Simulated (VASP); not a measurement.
# InSb (Cmcm) in VASP: single point with PBE

Aim: the single point of InSb with PBE.

Everything below comes from runs of VASP 6.6.1. Logs are shortened: lines on timing, memory, paths and dates and some standing lists are left out, and cuts for length are marked.

## Step 1: The cell of the first run

It takes space group Cmcm (No. 63, orthorhombic). Conventional cell: a = 6.078 Å, b = 6.357 Å, c = 18.017 Å, α = 90.00°, β = 90.00°, γ = 90.00°. Within 4.0 Å of In (site symmetry m2m) lie 6 Sb at 3.04 to 3.30 Å and 2 In at 3.58 Å. Within 4.0 Å of In (site symmetry m) lie 6 Sb at 3.05 to 3.66 Å and 2 In at 3.42 to 3.58 Å. Sb (site symmetry m2m) has 6 In at 3.04 to 3.19 Å and 2 Sb at 3.81 Å within 4.0 Å. Within 3.9 Å of Sb (site symmetry m) lie 2 Sb at 2.93 to 3.81 Å and 6 In at 3.05 to 3.66 Å.

## Step 2: Single point, PBE

Input file INCAR:

```
SYSTEM = InSb
  PREC = Accurate
  ENCUT = 520
  EDIFF = 1E-6
  ISMEAR = 0
  SIGMA = 0.1
  LREAL = .False.
  LASPH = .True.
  NELM = 100
  ALGO = Normal
  ISIF = 2
  LWAVE = .False.
  LCHARG = .False.
  GGA = PE
  NBANDS = 66
```

Input file KPOINTS:

```
regular mesh
0
Gamma
  4 4 1
  0 0 0
```

Input file POSCAR:

```
InSb
1.0
    3.0391440000     -3.1785980000      0.0000000000
    3.0391440000      3.1785980000      0.0000000000
    0.0000000000      0.0000000000     18.0165480000
In Sb
6 6
Direct
    0.0796710000      0.9203290000      0.2500000000
    0.9203290000      0.0796710000      0.7500000000
    0.4138440000      0.5861560000      0.4102310000
    0.5861560000      0.4138440000      0.9102310000
    0.5861560000      0.4138440000      0.5897690000
    0.4138440000      0.5861560000      0.0897690000
    0.5772430000      0.4227570000      0.2500000000
    0.4227570000      0.5772430000      0.7500000000
    0.9187600000      0.0812400000      0.4239260000
    0.0812400000      0.9187600000      0.9239260000
    0.0812400000      0.9187600000      0.5760740000
    0.9187600000      0.0812400000      0.0760740000
```

Potentials or basis: VASP PAW PBE potentials, release 64 (In_d, Sb).

The run is started by

```console
$ cat potpaw_PBE.64/In_d/POTCAR potpaw_PBE.64/Sb/POTCAR > POTCAR
$ mpirun -np 1 vasp_std > vasp.out
```

OUTCAR:

```text
SYSTEM = InSb
   PREC = Accurate
   ENCUT = 520
   EDIFF = 1E-6
   ISMEAR = 0
   LREAL = .False.
   LASPH = .True.
   NELM = 100
   ISIF = 2
   GGA = PE

 ion  position               nearest neighbor table
   1  0.080  0.920  0.250-   7 3.04   7 3.04   7 3.16   7 3.19   9 3.30  12 3.30   6 3.58   3 3.58

   2  0.920  0.080  0.750-   8 3.04   8 3.04   8 3.16   8 3.19  11 3.30  10 3.30   4 3.58   5 3.58

   3  0.414  0.586  0.410-   9 3.05   9 3.05   7 3.07   9 3.16   9 3.22   5 3.42   1 3.58  11 3.66

   4  0.586  0.414  0.910-  10 3.05  10 3.05   8 3.07  10 3.16  10 3.22   6 3.42   2 3.58  12 3.66

   5  0.586  0.414  0.590-  11 3.05  11 3.05   8 3.07  11 3.16  11 3.22   3 3.42   2 3.58   9 3.66

   6  0.414  0.586  0.090-  12 3.05  12 3.05   7 3.07  12 3.16  12 3.22   4 3.42   1 3.58  10 3.66

   7  0.577  0.423  0.250-   1 3.04   1 3.04   6 3.07   3 3.07   1 3.16   1 3.19
   8  0.423  0.577  0.750-   2 3.04   2 3.04   5 3.07   4 3.07   2 3.16   2 3.19
   9  0.919  0.081  0.424-  11 2.93   3 3.05   3 3.05   3 3.16   3 3.22   1 3.30   5 3.66
  10  0.081  0.919  0.924-  12 2.93   4 3.05   4 3.05   4 3.16   4 3.22   2 3.30   6 3.66
  11  0.081  0.919  0.576-   9 2.93   5 3.05   5 3.05   5 3.16   5 3.22   2 3.30   3 3.66
  12  0.919  0.081  0.076-  10 2.93   6 3.05   6 3.05   6 3.16   6 3.22   1 3.30   4 3.66

  LATTYP: Found a base centered orthorhombic cell.
 ALAT       =     6.0782880000
 B/A-ratio  =     1.0458859468
 C/A-ratio  =     2.9640826496

  Lattice vectors:

 A1 = (   3.0391440000,  -3.1785980000,   0.0000000000)
 A2 = (   3.0391440000,   3.1785980000,   0.0000000000)
 A3 = (   0.0000000000,   0.0000000000,  18.0165480000)

Analysis of symmetry for initial positions (statically):
=====================================================================
 Subroutine PRICEL returns:
 Original cell was already a primitive cell.

 Routine SETGRP: Setting up the symmetry group for a
 base centered orthorhombic supercell.

 Subroutine GETGRP returns: Found  8 space group operations
 (whereof  4 operations were pure point group operations)
 out of a pool of  8 trial point group operations.

The static configuration has the point symmetry C_2h.
 The point group associated with its full space group is D_2h.

Analysis of symmetry for dynamics (positions and initial velocities):
=====================================================================
 Subroutine PRICEL returns:
 Original cell was already a primitive cell.

 Routine SETGRP: Setting up the symmetry group for a
 base centered orthorhombic supercell.

 Subroutine GETGRP returns: Found  8 space group operations
 (whereof  4 operations were pure point group operations)
 out of a pool of  8 trial point group operations.

The dynamic configuration has the point symmetry C_2h.
 The point group associated with its full space group is D_2h.

 Subroutine INISYM returns: Found  8 space group operations
 (whereof  4 operations are pure point group operations),
 and found     1 'primitive' translations

----------------------------------------------------------------------------------------

                                     Primitive cell

  volume of cell :     348.0875

  direct lattice vectors                    reciprocal lattice vectors
     3.039144000 -3.178598000  0.000000000     0.164520010 -0.157302056  0.000000000
     3.039144000  3.178598000  0.000000000     0.164520010  0.157302056  0.000000000
     0.000000000  0.000000000 18.016548000     0.000000000  0.000000000  0.055504528

  length of vectors
     4.397713212  4.397713212 18.016548000     0.227619793  0.227619793  0.055504528

  position of ions in fractional coordinates (direct lattice)
     0.079671000  0.920329000  0.250000000
     0.920329000  0.079671000  0.750000000
     0.413844000  0.586156000  0.410231000
     0.586156000  0.413844000  0.910231000
     0.586156000  0.413844000  0.589769000
     0.413844000  0.586156000  0.089769000
     0.577243000  0.422757000  0.250000000
     0.422757000  0.577243000  0.750000000
     0.918760000  0.081240000  0.423926000
     0.081240000  0.918760000  0.923926000
     0.081240000  0.918760000  0.576074000
     0.918760000  0.081240000  0.076074000

  ion indices of the primitive-cell ions
   primitive index   ion index
                 1           1
                 2           2
                 3           3
                 4           4
                 5           5
                 6           6
                 7           7
                 8           8
                 9           9
                10          10
                11          11
                12          12

----------------------------------------------------------------------------------------

 KPOINTS: regular mesh

Automatic generation of k-mesh.
 Grid dimensions read from file:
 generate k-points for:    4    4    1

 Generating k-lattice:

  Cartesian coordinates                     Fractional coordinates (reciprocal lattice)
     0.041130002 -0.039325514  0.000000000     0.250000000 -0.000000000  0.000000000
     0.041130002  0.039325514  0.000000000    -0.000000000  0.250000000  0.000000000
     0.000000000  0.000000000  0.055504528     0.000000000  0.000000000  1.000000000

  Length of vectors
     0.056904948  0.056904948  0.055504528

  Shift w.r.t. Gamma in fractional coordinates (k-lattice)
     0.000000000  0.000000000  0.000000000

 Subroutine IBZKPT returns following result:
 ===========================================

 Found      7 irreducible k-points:

 Following reciprocal coordinates:
            Coordinates               Weight
  0.000000  0.000000  0.000000      1.000000
  0.250000  0.000000  0.000000      4.000000
  0.500000  0.000000  0.000000      2.000000
  0.250000  0.250000  0.000000      2.000000
  0.500000  0.250000  0.000000      4.000000
 -0.250000  0.250000  0.000000      2.000000
  0.500000  0.500000  0.000000      1.000000
   k-points           NKPTS =      7   k-points in BZ     NKDIM =      7   number of bands    NBANDS=     66
   number of dos      NEDOS =    301   number of ions     NIONS =     12
   total plane-waves  NPLWV = 181440
   dimension x,y,z NGX =    36 NGY =   36 NGZ =  140
   dimension x,y,z NGXF=    72 NGYF=   72 NGZF=  280
   ions per type =               6   6
   NGX,Y,Z   is equivalent  to a cutoff of  13.61, 13.61, 12.92 a.u.
   NGXF,Y,Z  is equivalent  to a cutoff of  27.22, 27.22, 25.84 a.u.
 SYSTEM =  InSb
   PREC   = accura    normal or accurate (medium, high low for compatibility)
   ISTART =      0    job   : 0-new  1-cont  2-samecut
   ICHARG =      2    charge: 1-file 2-atom 10-const
   ISPIN  =      1    spin polarized calculation?
   LNONCOLLINEAR =      F non collinear calculations
   LSORBIT =      F    spin-orbit coupling
   LASPH  =      T    aspherical Exc in radial PAW
   ENCUT  =  520.0 eV  38.22 Ry    6.18 a.u.   8.18  8.18 33.50*2*pi/ulx,y,z
   NELM   =    100;   NELMIN=  2; NELMDL= -5     # of ELM steps
   EDIFF  = 0.1E-05   stopping-criterion for ELM
   LREAL  =      F    real-space projection
   EDIFFG = 0.1E-04   stopping-criterion for IOM
   NSW    =      0    number of steps for IOM
   IBRION =     -1    ionic relax: 0-MD 1-quasi-New 2-CG
   NFREE  =      0    steps in history (QN), initial steepest desc. (CG)
   ISIF   =      2    stress and relaxation
   ISYM   =      2    0-nonsym 1-usesym 2-fastsym
   POTIM  = 0.5000    time-step for ionic-motion
   TEBEG  =    0.0;   TEEND  =   0.0 temperature during run
   PSTRESS=    0.0 pullay stress
   NELECT =     108.0000    total number of electrons
   NUPDOWN=      -1.0000    fix difference up-down
   EMIN   =  10.00;   EMAX   =-10.00  energy-range for DOS
   EFERMI =   0.00;   METHOD = LEGACY
   ISMEAR =     0;   SIGMA  =   0.10  broadening in eV -4-tet -1-fermi 0-gaus
   EFERMI_NEDOS =   21; number of points for ismear=-14 and -15
   IALGO  =     38    algorithm
   IMIX   =      4    mixing-type and parameters
     AMIX     =   0.40;   BMIX     =  1.00
     AMIX_MAG =   1.60;   BMIX_MAG =  1.00
  volume/ion in A,a.u.               =      29.01       195.75
  Fermi-wavevector in a.u.,A,eV,Ry     =   1.108290  2.094364 16.712116  1.228306
  Thomas-Fermi vector in A             =   2.244815
   LORBIT       =      0    0 simple, 1 ext, 2 COOP (PROOUT), +10 PAW based schemes
   GGA     = PE    functional components
   LHFCALC =     F    Hartree Fock is set to
   AEXX    =    0.0000 exact exchange contribution
   IVDW    =     0    specifies the selected vdW correction
   LEPSILON=     F    determine dielectric tensor
   LRPA    =     F    only Hartree local field effects (RPA)
 non-spin polarized calculation
 Gauss-broadening in eV      SIGMA  =   0.10
  energy-cutoff  :      520.00
  volume of cell :      348.09
 maximum number of plane-waves:      9412
 NGX is ok and might be reduce to    36
   NGX = 17   NGY = 17   NGZ = 67

 number of electron     107.9999975 magnetization

 Free energy of the ion-electron system (eV)
  ---------------------------------------------------
  ext. energy  EPLUGINS =         0.00000000
  ---------------------------------------------------
  free energy    TOTEN  =       -40.06608779 eV

  energy without entropy =      -40.03215984  energy(sigma->0) =      -40.04912382

 E-fermi :   6.9061     XC(G=0):  -9.7333

 val. band max:        6.8819084675   @ k =   0.2500   0.2500   0.0000
 cond. band min:       6.9648218716   @ k =   0.0000   0.0000   0.0000
 fundamental gap:      0.0829134041
 Fermi energy:         6.9061111429

 k-point     1 :       0.0000    0.0000    0.0000
  band No.  band energies     occupation
      1      -7.8440      2.00000
      2      -7.8418      2.00000
      3      -7.8181      2.00000
      4      -7.7846      2.00000
      5      -7.7702      2.00000
      6      -7.7502      2.00000
[... 472 lines left out ...]
     65      11.5119      0.00000
     66      11.5215      0.00000

------------------------ aborting loop because EDIFF is reached ----------------------------------------

  FORCE on cell =-STRESS in cart. coord.  units (eV):
  Direction    XX          YY          ZZ          XY          YZ          ZX
  --------------------------------------------------------------------------------------
  -------------------------------------------------------------------------------------
  Total       -0.2665388      1.9625874     -1.0661272      0.0000000      0.0000000      0.0000000
  in kB       -1.2268249      9.0333977     -4.9071706      0.0000000      0.0000000      0.0000000
  external PRESSURE =       0.9664674 kB  Pullay stress =       0.0000000 kB

 VOLUME and BASIS-vectors are now :
 -----------------------------------------------------------------------------
  energy-cutoff  :      520.00
  volume of cell :      348.09
      direct lattice vectors                 reciprocal lattice vectors
     3.039144000 -3.178598000  0.000000000     0.164520010 -0.157302056  0.000000000
     3.039144000  3.178598000  0.000000000     0.164520010  0.157302056  0.000000000
     0.000000000  0.000000000 18.016548000     0.000000000  0.000000000  0.055504528

 POSITION                                       TOTAL-FORCE (eV/Angst)
 -----------------------------------------------------------------------------------
      3.03914      2.67211      4.50414         0.000000      0.076466     -0.000000
      3.03914     -2.67211     13.51241         0.000000     -0.076466     -0.000000
      3.03914      0.54771      7.39095         0.000000      0.018792      0.025681
      3.03914     -0.54771     16.39922         0.000000     -0.018792      0.025681
      3.03914     -0.54771     10.62560         0.000000     -0.018792     -0.025681
      3.03914      0.54771      1.61733         0.000000      0.018792     -0.025681
      3.03914     -0.49105      4.50414         0.000000      0.005421     -0.000000
      3.03914      0.49105     13.51241         0.000000     -0.005421     -0.000000
      3.03914     -2.66214      7.63768         0.000000     -0.109211      0.261789
      3.03914      2.66214     16.64596         0.000000      0.109211      0.261789
      3.03914      2.66214     10.37886         0.000000      0.109211     -0.261789
      3.03914     -2.66214      1.37059         0.000000     -0.109211     -0.261789
 -----------------------------------------------------------------------------------
    total drift:                                0.000000     -0.000000      0.000000

  FREE ENERGIE OF THE ION-ELECTRON SYSTEM (eV)
  ---------------------------------------------------
  free  energy   TOTEN  =       -40.0660877925 eV

  energy  without entropy=      -40.0321598411  energy(sigma->0) =      -40.04912382
```

It took 6.8 min on 1 thread of Intel Xeon 8259CL, shared host; peak memory 0.49 GiB.

What came out:

* Free energy: -40.0661 eV
* Pressure: 0.1 GPa
* Largest force: 0.284 eV/Å
* Band gap on the k mesh: zero (bands 54 and 55 overlap by 2.53 eV)

Forces in eV/Å, atoms in the order of the input:
```
In   0.000  0.076  0.000
In   0.000 -0.076  0.000
In   0.000  0.019  0.026
In   0.000 -0.019  0.026
In   0.000 -0.019 -0.026
In   0.000  0.019 -0.026
Sb   0.000  0.005  0.000
Sb   0.000 -0.005  0.000
Sb   0.000 -0.109  0.262
Sb   0.000  0.109  0.262
Sb   0.000  0.109 -0.262
Sb   0.000 -0.109 -0.262
```

Stress tensor (GPa, compression positive):
```
-0.12  0.00  0.00
 0.00  0.90  0.00
 0.00  0.00 -0.49
```

Levels at points of the mesh, in eV from the Fermi level:
| k point | band 51 | band 52 | band 53 | band 54 | band 55 | band 56 | band 57 | band 58 | band 59 | band 60 |
| --- | --- | --- | --- | --- | --- | --- | --- | --- | --- | --- |
| (0.00, 0.00, 0.00) | -1.28 | -1.12 | -1.08 | -1.05 | -1.00 | -0.48 | -0.16 | 0.06 | 2.05 | 2.88 |
| (0.50, 0.00, 0.00) | -0.03 | 0.08 | 0.18 | 0.38 | 1.00 | 1.12 | 1.39 | 1.44 | 1.59 | 1.63 |
| (0.50, 0.50, 0.00) | -2.96 | -2.60 | -2.40 | -2.35 | -2.14 | -1.47 | -0.34 | 0.25 | 0.83 | 1.60 |

Caveat: spin-orbit coupling is left out, which moves the levels of the heavy elements.
